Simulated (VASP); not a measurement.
# InAs (F-43m) in VASP: single point with PBE

Aim: the single point of InAs with PBE.

Everything below comes from runs of VASP 6.6.1. Logs are shortened: lines on timing, memory, paths and dates and some standing lists are left out, and cuts for length are marked.

### Step 1. The cell of the first run

It takes space group F-43m (No. 216, cubic). The conventional cell has a = 6.082 Å, b = 6.082 Å, c = 6.082 Å, α = 90.00°, β = 90.00°, γ = 90.00°. In (site symmetry -43m) has 4 As at 2.63 Å within 3.5 Å. Within 3.5 Å of As (site symmetry -43m) lie 4 In at 2.63 Å.

### Step 2. Single point, PBE

Contents of INCAR:

```
PREC = Accurate
ENCUT = 500
EDIFF = 1E-6
ISMEAR = 0
SIGMA = 0.01
LREAL = False
LASPH = True
NELM = 120
ALGO = Normal
ISIF = 2
LWAVE = False
LCHARG = False
GGA = PE
NBANDS = 16
GGA_COMPAT = False
```

Contents of KPOINTS:

```
Automatic mesh
0
Gamma
  10 10 10
```

Contents of POSCAR:

```
InAs
1.0
    0.0000000000      3.0407907419      3.0407907419
    3.0407907419      0.0000000000      3.0407907419
    3.0407907419      3.0407907419      0.0000000000
In As
1 1
Direct
    0.0000000000      0.0000000000      0.0000000000
    0.2500000000      0.2500000000      0.2500000000
```

Potentials or basis: VASP PAW PBE potentials, release 64 (In_d, As).

Launch:

```console
$ cat potpaw_PBE.64/In_d/POTCAR potpaw_PBE.64/As/POTCAR > POTCAR
$ mpirun -np 1 vasp_std > vasp.out
```

OUTCAR:

```text
PREC = Accurate
   ENCUT = 500
   EDIFF = 1E-6
   ISMEAR = 0
   LREAL = False
   LASPH = True
   NELM = 120
   ISIF = 2
   GGA = PE

 ion  position               nearest neighbor table
   1  0.000  0.000  0.000-   2 2.63   2 2.63   2 2.63   2 2.63
   2  0.250  0.250  0.250-   1 2.63   1 2.63   1 2.63   1 2.63

  LATTYP: Found a face centered cubic cell.
 ALAT       =     6.0815814838

  Lattice vectors:

 A1 = (   0.0000000000,   3.0407907419,   3.0407907419)
 A2 = (   3.0407907419,   0.0000000000,   3.0407907419)
 A3 = (   3.0407907419,   3.0407907419,   0.0000000000)

Analysis of symmetry for initial positions (statically):
=====================================================================
 Subroutine PRICEL returns:
 Original cell was already a primitive cell.

 Routine SETGRP: Setting up the symmetry group for a
 face centered cubic supercell.

 Subroutine GETGRP returns: Found 24 space group operations
 (whereof 24 operations were pure point group operations)
 out of a pool of 48 trial point group operations.

The static configuration has the point symmetry T_d .

Analysis of symmetry for dynamics (positions and initial velocities):
=====================================================================
 Subroutine PRICEL returns:
 Original cell was already a primitive cell.

 Routine SETGRP: Setting up the symmetry group for a
 face centered cubic supercell.

 Subroutine GETGRP returns: Found 24 space group operations
 (whereof 24 operations were pure point group operations)
 out of a pool of 48 trial point group operations.

The dynamic configuration has the point symmetry T_d .

 Subroutine INISYM returns: Found 24 space group operations
 (whereof 24 operations are pure point group operations),
 and found     1 'primitive' translations

----------------------------------------------------------------------------------------

                                     Primitive cell

  volume of cell :      56.2328

  direct lattice vectors                    reciprocal lattice vectors
     0.000000000  3.040790742  3.040790742    -0.164430914  0.164430914  0.164430914
     3.040790742  0.000000000  3.040790742     0.164430914 -0.164430914  0.164430914
     3.040790742  3.040790742  0.000000000     0.164430914  0.164430914 -0.164430914

  length of vectors
     4.300327508  4.300327508  4.300327508     0.284802697  0.284802697  0.284802697

  position of ions in fractional coordinates (direct lattice)
     0.000000000  0.000000000  0.000000000
     0.250000000  0.250000000  0.250000000

  ion indices of the primitive-cell ions
   primitive index   ion index
                 1           1
                 2           2

----------------------------------------------------------------------------------------

 KPOINTS: Automatic mesh

Automatic generation of k-mesh.
 Grid dimensions read from file:
 generate k-points for:   10   10   10

 Generating k-lattice:

  Cartesian coordinates                     Fractional coordinates (reciprocal lattice)
    -0.016443091  0.016443091  0.016443091     0.100000000  0.000000000  0.000000000
     0.016443091 -0.016443091  0.016443091     0.000000000  0.100000000  0.000000000
     0.016443091  0.016443091 -0.016443091     0.000000000  0.000000000  0.100000000

  Length of vectors
     0.028480270  0.028480270  0.028480270

  Shift w.r.t. Gamma in fractional coordinates (k-lattice)
     0.000000000  0.000000000  0.000000000

 Subroutine IBZKPT returns following result:
 ===========================================

 Found     47 irreducible k-points:

 Following reciprocal coordinates:
            Coordinates               Weight
  0.000000  0.000000  0.000000      1.000000
  0.100000  0.000000  0.000000      8.000000
  0.200000  0.000000  0.000000      8.000000
  0.300000  0.000000  0.000000      8.000000
  0.400000  0.000000  0.000000      8.000000
  0.500000  0.000000  0.000000      4.000000
[... 16 lines left out ...]
  0.300000  0.300000  0.000000      6.000000
  0.400000  0.300000  0.000000     24.000000
 [... further k-points ...]
   k-points           NKPTS =     47   k-points in BZ     NKDIM =     47   number of bands    NBANDS=     16
   number of dos      NEDOS =    301   number of ions     NIONS =      2
   total plane-waves  NPLWV =  32768
   dimension x,y,z NGX =    32 NGY =   32 NGZ =   32
   dimension x,y,z NGXF=    64 NGYF=   64 NGZF=   64
   ions per type =               1   1
   NGX,Y,Z   is equivalent  to a cutoff of  12.37, 12.37, 12.37 a.u.
   NGXF,Y,Z  is equivalent  to a cutoff of  24.74, 24.74, 24.74 a.u.
 SYSTEM =  unknown system
   PREC   = accura    normal or accurate (medium, high low for compatibility)
   ISTART =      0    job   : 0-new  1-cont  2-samecut
   ICHARG =      2    charge: 1-file 2-atom 10-const
   ISPIN  =      1    spin polarized calculation?
   LNONCOLLINEAR =      F non collinear calculations
   LSORBIT =      F    spin-orbit coupling
   LASPH  =      T    aspherical Exc in radial PAW
   ENCUT  =  500.0 eV  36.75 Ry    6.06 a.u.   7.84  7.84  7.84*2*pi/ulx,y,z
   NELM   =    120;   NELMIN=  2; NELMDL= -5     # of ELM steps
   EDIFF  = 0.1E-05   stopping-criterion for ELM
   LREAL  =      F    real-space projection
   EDIFFG = 0.1E-04   stopping-criterion for IOM
   NSW    =      0    number of steps for IOM
   IBRION =     -1    ionic relax: 0-MD 1-quasi-New 2-CG
   NFREE  =      0    steps in history (QN), initial steepest desc. (CG)
   ISIF   =      2    stress and relaxation
   ISYM   =      2    0-nonsym 1-usesym 2-fastsym
   POTIM  = 0.5000    time-step for ionic-motion
   TEBEG  =    0.0;   TEEND  =   0.0 temperature during run
   PSTRESS=    0.0 pullay stress
   NELECT =      18.0000    total number of electrons
   NUPDOWN=      -1.0000    fix difference up-down
   EMIN   =  10.00;   EMAX   =-10.00  energy-range for DOS
   EFERMI =   0.00;   METHOD = LEGACY
   ISMEAR =     0;   SIGMA  =   0.01  broadening in eV -4-tet -1-fermi 0-gaus
   EFERMI_NEDOS =   21; number of points for ismear=-14 and -15
   IALGO  =     38    algorithm
   IMIX   =      4    mixing-type and parameters
     AMIX     =   0.40;   BMIX     =  1.00
     AMIX_MAG =   1.60;   BMIX_MAG =  1.00
  volume/ion in A,a.u.               =      28.12       189.74
  Fermi-wavevector in a.u.,A,eV,Ry     =   1.119874  2.116255 17.063306  1.254118
  Thomas-Fermi vector in A             =   2.256516
   LORBIT       =      0    0 simple, 1 ext, 2 COOP (PROOUT), +10 PAW based schemes
   GGA     = PE    functional components
   LHFCALC =     F    Hartree Fock is set to
   AEXX    =    0.0000 exact exchange contribution
   IVDW    =     0    specifies the selected vdW correction
   LEPSILON=     F    determine dielectric tensor
   LRPA    =     F    only Hartree local field effects (RPA)
 non-spin polarized calculation
 Gauss-broadening in eV      SIGMA  =   0.01
  energy-cutoff  :      500.00
  volume of cell :       56.23
 maximum number of plane-waves:      1458
   NGX = 15   NGY = 15   NGZ = 15

 number of electron      17.9999991 magnetization

 Free energy of the ion-electron system (eV)
  ---------------------------------------------------
  ext. energy  EPLUGINS =         0.00000000
  ---------------------------------------------------
  free energy    TOTEN  =        -7.69270706 eV

  energy without entropy =       -7.69269163  energy(sigma->0) =       -7.69269935

 E-fermi :   4.3383     XC(G=0):  -9.0186

 val. band max:        4.3352352945   @ k =   0.0000   0.0000   0.0000
 cond. band min:       5.2315068741   @ k =   0.1000   0.0000   0.0000
 fundamental gap:      0.8962715796
 Fermi energy:         4.3382808528

 k-point     1 :       0.0000    0.0000    0.0000
  band No.  band energies     occupation
      1     -10.0216      2.00000
      2     -10.0216      2.00000
      3     -10.0216      2.00000
      4      -9.9027      2.00000
      5      -9.9027      2.00000
      6      -7.4166      2.00000
[... 8 lines left out ...]
     15      13.9728      0.00000
     16      13.9728      0.00000

 k-point     2 :       0.1000    0.0000    0.0000
  band No.  band energies     occupation
      1     -10.0338      2.00000
      2     -10.0180      2.00000
      3     -10.0180      2.00000
      4      -9.9029      2.00000
      5      -9.9029      2.00000
      6      -7.3158      2.00000
[... 8 lines left out ...]
     15      13.2838      0.00000
     16      13.2838      0.00000

 k-point     3 :       0.2000    0.0000    0.0000
  band No.  band energies     occupation
      1     -10.0642      2.00000
      2     -10.0091      2.00000
      3     -10.0091      2.00000
      4      -9.9024      2.00000
      5      -9.9024      2.00000
      6      -7.0296      2.00000
[... 8 lines left out ...]
     15      12.8330      0.00000
     16      12.8567      0.00000

 k-point     4 :       0.3000    0.0000    0.0000
  band No.  band energies     occupation
      1     -10.0995      2.00000
      2      -9.9998      2.00000
      3      -9.9998      2.00000
      4      -9.9002      2.00000
      5      -9.9002      2.00000
      6      -6.6136      2.00000
[... 8 lines left out ...]
     15      13.1153      0.00000
     16      13.1153      0.00000
[... 324 lines left out ...]
 k-point    22 :      -0.2000    0.2000    0.0000
  band No.  band energies     occupation
      1     -10.1108      2.00000
      2      -9.9944      2.00000
      3      -9.9916      2.00000
      4      -9.9065      2.00000
      5      -9.8982      2.00000
      6      -6.4719      2.00000
[... 8 lines left out ...]
     15      14.0942      0.00000
     16      14.8656      0.00000

 k-point    23 :       0.3000    0.3000    0.0000
  band No.  band energies     occupation
      1     -10.1412      2.00000
      2      -9.9722      2.00000
      3      -9.9722      2.00000
      4      -9.9248      2.00000
      5      -9.8887      2.00000
      6      -6.3440      2.00000
[... 8 lines left out ...]
     15      14.8948      0.00000
     16      16.1321      0.00000

 k-point    24 :       0.4000    0.3000    0.0000
  band No.  band energies     occupation
      1     -10.1605      2.00000
      2      -9.9652      2.00000
      3      -9.9630      2.00000
      4      -9.9273      2.00000
      5      -9.8865      2.00000
      6      -6.0070      2.00000
[... 8 lines left out ...]
     15      15.3594      0.00000
     16      16.3095      0.00000

 [... further k-points ...]

------------------------ aborting loop because EDIFF is reached ----------------------------------------

  FORCE on cell =-STRESS in cart. coord.  units (eV):
  Direction    XX          YY          ZZ          XY          YZ          ZX
  --------------------------------------------------------------------------------------
  -------------------------------------------------------------------------------------
  Total        1.0100887      1.0100887      1.0100887     -0.0000000     -0.0000000      0.0000000
  in kB       28.7793188     28.7793188     28.7793188     -0.0000000     -0.0000000      0.0000000
  external PRESSURE =      28.7793188 kB  Pullay stress =       0.0000000 kB

 VOLUME and BASIS-vectors are now :
 -----------------------------------------------------------------------------
  energy-cutoff  :      500.00
  volume of cell :       56.23
      direct lattice vectors                 reciprocal lattice vectors
     0.000000000  3.040790742  3.040790742    -0.164430914  0.164430914  0.164430914
     3.040790742  0.000000000  3.040790742     0.164430914 -0.164430914  0.164430914
     3.040790742  3.040790742  0.000000000     0.164430914  0.164430914 -0.164430914

 POSITION                                       TOTAL-FORCE (eV/Angst)
 -----------------------------------------------------------------------------------
      0.00000      0.00000      0.00000         0.000000      0.000000      0.000000
      1.52040      1.52040      1.52040        -0.000000     -0.000000     -0.000000
 -----------------------------------------------------------------------------------
    total drift:                                0.000000      0.000000     -0.000000

  FREE ENERGIE OF THE ION-ELECTRON SYSTEM (eV)
  ---------------------------------------------------
  free  energy   TOTEN  =        -7.6927070599 eV

  energy  without entropy=       -7.6926916336  energy(sigma->0) =       -7.69269935
```

Wall time 18 s (1 thread of Intel Xeon Platinum 8375C at 2.90GHz (Ice Lake), shared host); peak memory 0.19 GiB.

Results:

- Free energy: -7.6927 eV
- Pressure: 2.9 GPa
- Band gap on the k mesh: zero (filled and empty bands touch)

Caveat: semilocal functionals underestimate gaps, and a narrow one can read as zero; spin-orbit coupling is left out, which moves the levels of the heavy elements.

The gap in the log of VASP goes by the Fermi energy; the results here count the filled bands.